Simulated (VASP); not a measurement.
# CsOs (Pm-3m) in VASP: further runs

Runs on CsOs. Level: PBE. Tasks: single point.

Everything below comes from runs of VASP 6.6.1. Logs are shortened: lines on timing, memory, paths and dates and some standing lists are left out, and cuts for length are marked.

## 1. The cell of the first run

Symmetry: Pm-3m, No. 221, cubic system. The conventional cell has a = 3.922 Å, b = 3.922 Å, c = 3.922 Å, α = 90.00°, β = 90.00°, γ = 90.00°. Within 4.5 Å of Cs (site symmetry m-3m) lie 8 Os at 3.40 Å and 6 Cs at 3.92 Å. Os (site symmetry m-3m) has 8 Cs at 3.40 Å and 6 Os at 3.92 Å within 4.5 Å.

## 2. Single point, PBE

The input, INCAR:

```
SYSTEM = CsOs
ALGO = Normal
EDIFF = 1E-6
ENCUT = 520
GGA = PE
ISIF = 2
ISMEAR = 0
LASPH = .TRUE.
LCHARG = .FALSE.
LREAL = .FALSE.
LWAVE = .FALSE.
NBANDS = 16
NELM = 100
PREC = Accurate
SIGMA = 0.1
```

The input, KPOINTS:

```
k-points
0
G
  6 6 6
  0 0 0
```

The input, POSCAR:

```
CsOs
1.0
    3.9224114749      0.0000000000      0.0000000000
    0.0000000000      3.9224114749      0.0000000000
    0.0000000000      0.0000000000      3.9224114749
Cs Os
1 1
Direct
    0.0000000000      0.0000000000      0.0000000000
    0.5000000000      0.5000000000      0.5000000000
```

Potentials or basis: VASP PAW PBE potentials, release 64 (Cs_sv, Os).

Launch:

```console
$ cat potpaw_PBE.64/Cs_sv/POTCAR potpaw_PBE.64/Os/POTCAR > POTCAR
$ mpirun -np 1 vasp_std > vasp.out
```

OUTCAR:

```text
SYSTEM = CsOs
   EDIFF = 1E-6
   ENCUT = 520
   GGA = PE
   ISIF = 2
   ISMEAR = 0
   LASPH = .TRUE.
   LREAL = .FALSE.
   NELM = 100
   PREC = Accurate

 ion  position               nearest neighbor table
   1  0.000  0.000  0.000-
   2  0.500  0.500  0.500-

  LATTYP: Found a simple cubic cell.
 ALAT       =     3.9224114749

  Lattice vectors:

 A1 = (   3.9224114749,   0.0000000000,   0.0000000000)
 A2 = (   0.0000000000,   3.9224114749,   0.0000000000)
 A3 = (   0.0000000000,   0.0000000000,   3.9224114749)

Analysis of symmetry for initial positions (statically):
=====================================================================
 Subroutine PRICEL returns:
 Original cell was already a primitive cell.

 Routine SETGRP: Setting up the symmetry group for a
 simple cubic supercell.

 Subroutine GETGRP returns: Found 48 space group operations
 (whereof 48 operations were pure point group operations)
 out of a pool of 48 trial point group operations.

The static configuration has the point symmetry O_h .

Analysis of symmetry for dynamics (positions and initial velocities):
=====================================================================
 Subroutine PRICEL returns:
 Original cell was already a primitive cell.

 Routine SETGRP: Setting up the symmetry group for a
 simple cubic supercell.

 Subroutine GETGRP returns: Found 48 space group operations
 (whereof 48 operations were pure point group operations)
 out of a pool of 48 trial point group operations.

The dynamic configuration has the point symmetry O_h .

 Subroutine INISYM returns: Found 48 space group operations
 (whereof 48 operations are pure point group operations),
 and found     1 'primitive' translations

----------------------------------------------------------------------------------------

                                     Primitive cell

  volume of cell :      60.3475

  direct lattice vectors                    reciprocal lattice vectors
     3.922411475  0.000000000  0.000000000     0.254945206  0.000000000  0.000000000
     0.000000000  3.922411475  0.000000000     0.000000000  0.254945206  0.000000000
     0.000000000  0.000000000  3.922411475     0.000000000  0.000000000  0.254945206

  length of vectors
     3.922411475  3.922411475  3.922411475     0.254945206  0.254945206  0.254945206

  position of ions in fractional coordinates (direct lattice)
     0.000000000  0.000000000  0.000000000
     0.500000000  0.500000000  0.500000000

  ion indices of the primitive-cell ions
   primitive index   ion index
                 1           1
                 2           2

----------------------------------------------------------------------------------------

 KPOINTS: k-points

Automatic generation of k-mesh.
 Grid dimensions read from file:
 generate k-points for:    6    6    6

 Generating k-lattice:

  Cartesian coordinates                     Fractional coordinates (reciprocal lattice)
     0.042490868  0.000000000  0.000000000     0.166666667  0.000000000  0.000000000
     0.000000000  0.042490868  0.000000000     0.000000000  0.166666667  0.000000000
     0.000000000  0.000000000  0.042490868     0.000000000  0.000000000  0.166666667

  Length of vectors
     0.042490868  0.042490868  0.042490868

  Shift w.r.t. Gamma in fractional coordinates (k-lattice)
     0.000000000  0.000000000  0.000000000

 Subroutine IBZKPT returns following result:
 ===========================================

 Found     20 irreducible k-points:

 Following reciprocal coordinates:
            Coordinates               Weight
  0.000000  0.000000  0.000000      1.000000
  0.166667  0.000000  0.000000      6.000000
  0.333333  0.000000  0.000000      6.000000
  0.500000  0.000000  0.000000      3.000000
  0.166667  0.166667  0.000000     12.000000
  0.333333  0.166667  0.000000     24.000000
[... 12 lines left out ...]
  0.500000  0.500000  0.333333      6.000000
  0.500000  0.500000  0.500000      1.000000
   k-points           NKPTS =     20   k-points in BZ     NKDIM =     20   number of bands    NBANDS=     16
   number of dos      NEDOS =    301   number of ions     NIONS =      2
   total plane-waves  NPLWV =  27000
   dimension x,y,z NGX =    30 NGY =   30 NGZ =   30
   dimension x,y,z NGXF=    60 NGYF=   60 NGZF=   60
   ions per type =               1   1
   NGX,Y,Z   is equivalent  to a cutoff of  12.72, 12.72, 12.72 a.u.
   NGXF,Y,Z  is equivalent  to a cutoff of  25.43, 25.43, 25.43 a.u.
 SYSTEM =  CsOs
   PREC   = accura    normal or accurate (medium, high low for compatibility)
   ISTART =      0    job   : 0-new  1-cont  2-samecut
   ICHARG =      2    charge: 1-file 2-atom 10-const
   ISPIN  =      1    spin polarized calculation?
   LNONCOLLINEAR =      F non collinear calculations
   LSORBIT =      F    spin-orbit coupling
   LASPH  =      T    aspherical Exc in radial PAW
   ENCUT  =  520.0 eV  38.22 Ry    6.18 a.u.   7.29  7.29  7.29*2*pi/ulx,y,z
   NELM   =    100;   NELMIN=  2; NELMDL= -5     # of ELM steps
   EDIFF  = 0.1E-05   stopping-criterion for ELM
   LREAL  =      F    real-space projection
   EDIFFG = 0.1E-04   stopping-criterion for IOM
   NSW    =      0    number of steps for IOM
   IBRION =     -1    ionic relax: 0-MD 1-quasi-New 2-CG
   NFREE  =      0    steps in history (QN), initial steepest desc. (CG)
   ISIF   =      2    stress and relaxation
   ISYM   =      2    0-nonsym 1-usesym 2-fastsym
   POTIM  = 0.5000    time-step for ionic-motion
   TEBEG  =    0.0;   TEEND  =   0.0 temperature during run
   PSTRESS=    0.0 pullay stress
   NELECT =      17.0000    total number of electrons
   NUPDOWN=      -1.0000    fix difference up-down
   EMIN   =  10.00;   EMAX   =-10.00  energy-range for DOS
   EFERMI =   0.00;   METHOD = LEGACY
   ISMEAR =     0;   SIGMA  =   0.10  broadening in eV -4-tet -1-fermi 0-gaus
   EFERMI_NEDOS =   21; number of points for ismear=-14 and -15
   IALGO  =     38    algorithm
   IMIX   =      4    mixing-type and parameters
     AMIX     =   0.40;   BMIX     =  1.00
     AMIX_MAG =   1.60;   BMIX_MAG =  1.00
  volume/ion in A,a.u.               =      30.17       203.62
  Fermi-wavevector in a.u.,A,eV,Ry     =   1.073177  2.028010 15.669948  1.151709
  Thomas-Fermi vector in A             =   2.208969
   LORBIT       =      0    0 simple, 1 ext, 2 COOP (PROOUT), +10 PAW based schemes
   GGA     = PE    functional components
   LHFCALC =     F    Hartree Fock is set to
   AEXX    =    0.0000 exact exchange contribution
   IVDW    =     0    specifies the selected vdW correction
   LEPSILON=     F    determine dielectric tensor
   LRPA    =     F    only Hartree local field effects (RPA)
 non-spin polarized calculation
 Gauss-broadening in eV      SIGMA  =   0.10
  energy-cutoff  :      520.00
  volume of cell :       60.35
 maximum number of plane-waves:      1647
 NGX is ok and might be reduce to    30
   NGX = 15   NGY = 15   NGZ = 15

 number of electron      16.9999997 magnetization

 Free energy of the ion-electron system (eV)
  ---------------------------------------------------
  ext. energy  EPLUGINS =         0.00000000
  ---------------------------------------------------
  free energy    TOTEN  =        -5.97687002 eV

  energy without entropy =       -5.92342979  energy(sigma->0) =       -5.95014990

 E-fermi :   2.7951     XC(G=0): -10.0275

 val. band max:        2.7764139650   @ k =   0.3333   0.0000   0.0000
 cond. band min:       2.8041751060   @ k =   0.3333   0.3333   0.1667
 fundamental gap:      0.0277611410
 Fermi energy:         2.7950576519

 k-point     1 :       0.0000    0.0000    0.0000
  band No.  band energies     occupation
      1     -18.3355      2.00000
      2      -4.6691      2.00000
      3      -4.6691      2.00000
      4      -4.6691      2.00000
      5      -0.2983      2.00000
      6       1.1958      2.00000
[... 8 lines left out ...]
     15      11.0650      0.00000
     16      12.7413      0.00000

 k-point     2 :       0.1667    0.0000    0.0000
  band No.  band energies     occupation
      1     -18.2987      2.00000
      2      -5.2081      2.00000
      3      -4.6540      2.00000
      4      -4.6540      2.00000
      5       0.3390      2.00000
      6       1.2937      2.00000
[... 8 lines left out ...]
     15      10.2174      0.00000
     16      12.5302      0.00000

 k-point     3 :       0.3333    0.0000    0.0000
  band No.  band energies     occupation
      1     -18.2232      2.00000
      2      -6.0332      2.00000
      3      -4.6240      2.00000
      4      -4.6240      2.00000
      5       1.5107      2.00000
      6       1.6828      2.00000
[... 8 lines left out ...]
     15      11.4201      0.00000
     16      12.1360      0.00000

 k-point     4 :       0.5000    0.0000    0.0000
  band No.  band energies     occupation
      1     -18.1844      2.00000
      2      -6.3759      2.00000
      3      -4.6092      2.00000
      4      -4.6092      2.00000
      5       1.6326      2.00000
      6       2.3515      2.00000
[... 8 lines left out ...]
     15      11.9502      0.00000
     16      13.7858      0.00000

 k-point     5 :       0.1667    0.1667    0.0000
  band No.  band energies     occupation
      1     -18.2637      2.00000
      2      -5.2648      2.00000
      3      -5.0192      2.00000
      4      -4.6279      2.00000
      5       0.7816      2.00000
      6       1.4657      2.00000
[... 8 lines left out ...]
     15      11.0372      0.00000
     16      12.0317      0.00000

 k-point     6 :       0.3333    0.1667    0.0000
  band No.  band energies     occupation
      1     -18.1919      2.00000
      2      -5.9340      2.00000
      3      -5.0044      2.00000
      4      -4.5754      2.00000
      5       1.4354      2.00000
      6       1.7861      2.00000
[... 8 lines left out ...]
     15      11.6264      0.00000
     16      11.8035      0.00000

 k-point     7 :       0.5000    0.1667    0.0000
  band No.  band energies     occupation
      1     -18.1552      2.00000
      2      -6.2526      2.00000
      3      -4.9550      2.00000
      4      -4.5488      2.00000
      5       1.5477      2.00000
      6       2.3087      2.00000
[... 8 lines left out ...]
     15      11.7349      0.00000
     16      13.5400      0.00000

 k-point     8 :       0.3333    0.3333    0.0000
  band No.  band energies     occupation
      1     -18.1280      2.00000
      2      -5.7841      2.00000
      3      -5.5869      2.00000
      4      -4.4741      2.00000
      5       1.0335      2.00000
      6       1.9680      2.00000
[... 8 lines left out ...]
     15      11.4677      0.00000
     16      11.7861      0.00000

 k-point     9 :       0.5000    0.3333    0.0000
  band No.  band energies     occupation
      1     -18.0954      2.00000
      2      -5.9801      2.00000
      3      -5.5580      2.00000
      4      -4.4214      2.00000
      5       0.8164      2.00000
      6       1.9105      2.00000
[... 8 lines left out ...]
     15      11.4379      0.00000
     16      12.8003      0.00000
[... 96 lines left out ...]
 k-point    15 :       0.5000    0.3333    0.1667
  band No.  band energies     occupation
      1     -18.0645      2.00000
      2      -5.9264      2.00000
      3      -5.5299      2.00000
      4      -4.8105      2.00000
      5       1.1197      2.00000
      6       2.0064      2.00000
[... 8 lines left out ...]
     15      11.3500      0.00000
     16      12.2776      0.00000

 k-point    16 :       0.5000    0.5000    0.1667
  band No.  band energies     occupation
      1     -18.0335      2.00000
      2      -5.8049      2.00000
      3      -5.8049      2.00000
      4      -4.7608      2.00000
      5       0.8157      2.00000
      6       2.1326      2.00000
[... 8 lines left out ...]
     15      12.4580      0.00000
     16      12.4580      0.00000

 k-point    17 :       0.3333    0.3333    0.3333
  band No.  band energies     occupation
      1     -18.0339      2.00000
      2      -5.5520      2.00000
      3      -5.5144      2.00000
      4      -5.5144      2.00000
      5       1.7610      2.00000
      6       2.3316      2.00000
[... 8 lines left out ...]
     15      10.7960      0.00000
     16      12.0645      0.00000

 k-point    18 :       0.5000    0.3333    0.3333
  band No.  band energies     occupation
      1     -18.0015      2.00000
      2      -5.8165      2.00000
      3      -5.4900      2.00000
      4      -5.4521      2.00000
      5       1.7381      2.00000
      6       2.2205      2.00000
[... 8 lines left out ...]
     15      11.7684      0.00000
     16      13.4101      0.00000

 k-point    19 :       0.5000    0.5000    0.3333
  band No.  band energies     occupation
      1     -17.9693      2.00000
      2      -5.7602      2.00000
      3      -5.7602      2.00000
      4      -5.4416      2.00000
      5       2.0029      2.00000
      6       2.5287      1.99983
[... 8 lines left out ...]
     15      14.0114      0.00000
     16      14.0114      0.00000

 k-point    20 :       0.5000    0.5000    0.5000
  band No.  band energies     occupation
      1     -17.9365      2.00000
      2      -5.7376      2.00000
      3      -5.7376      2.00000
      4      -5.7376      2.00000
      5       2.9226      0.07117
      6       2.9226      0.07116
[... 8 lines left out ...]
     15      14.4873      0.00000
     16      14.6961      0.00000

------------------------ aborting loop because EDIFF is reached ----------------------------------------

  FORCE on cell =-STRESS in cart. coord.  units (eV):
  Direction    XX          YY          ZZ          XY          YZ          ZX
  --------------------------------------------------------------------------------------
  -------------------------------------------------------------------------------------
  Total       -0.8069479     -0.8069479     -0.8069479      0.0000000      0.0000000      0.0000000
  in kB      -21.4238069    -21.4238069    -21.4238069      0.0000000      0.0000000      0.0000000
  external PRESSURE =     -21.4238069 kB  Pullay stress =       0.0000000 kB

 VOLUME and BASIS-vectors are now :
 -----------------------------------------------------------------------------
  energy-cutoff  :      520.00
  volume of cell :       60.35
      direct lattice vectors                 reciprocal lattice vectors
     3.922411475  0.000000000  0.000000000     0.254945206  0.000000000  0.000000000
     0.000000000  3.922411475  0.000000000     0.000000000  0.254945206  0.000000000
     0.000000000  0.000000000  3.922411475     0.000000000  0.000000000  0.254945206

 POSITION                                       TOTAL-FORCE (eV/Angst)
 -----------------------------------------------------------------------------------
      0.00000      0.00000      0.00000         0.000000      0.000000      0.000000
      1.96121      1.96121      1.96121         0.000000      0.000000      0.000000
 -----------------------------------------------------------------------------------
    total drift:                                0.000000      0.000000     -0.000000

  FREE ENERGIE OF THE ION-ELECTRON SYSTEM (eV)
  ---------------------------------------------------
  free  energy   TOTEN  =        -5.9768700175 eV

  energy  without entropy=       -5.9234297901  energy(sigma->0) =       -5.95014990
```

Run time: 25 s. Hardware: 1 thread of Oxide Virtual Turin-like, shared host; peak memory 0.14 GiB.

What came out:

* Free energy: -5.9769 eV
* Pressure: -2.1 GPa
* Band gap on the k mesh: zero (an odd number of electrons rules out a gap without spin polarisation)

Levels at points of the mesh, in eV from the Fermi level:
```csv
k point,band 6,band 7,band 8,band 9,band 10,band 11
"(0.00, 0.00, 0.00)",-1.60,-1.60,-0.12,-0.12,-0.12,5.08
"(0.50, 0.00, 0.00)",-0.44,0.02,0.04,0.04,0.95,0.99
"(0.50, 0.50, 0.00)",-1.05,-0.70,-0.70,0.50,0.67,4.49
"(0.50, 0.50, 0.50)",0.13,0.13,0.53,0.53,1.17,1.17
```

Caveat: spin-orbit coupling is left out, which moves the levels of the heavy elements.

[end of part 1 of 2]

The gap in the log of VASP goes by the Fermi energy; the results here count the filled bands.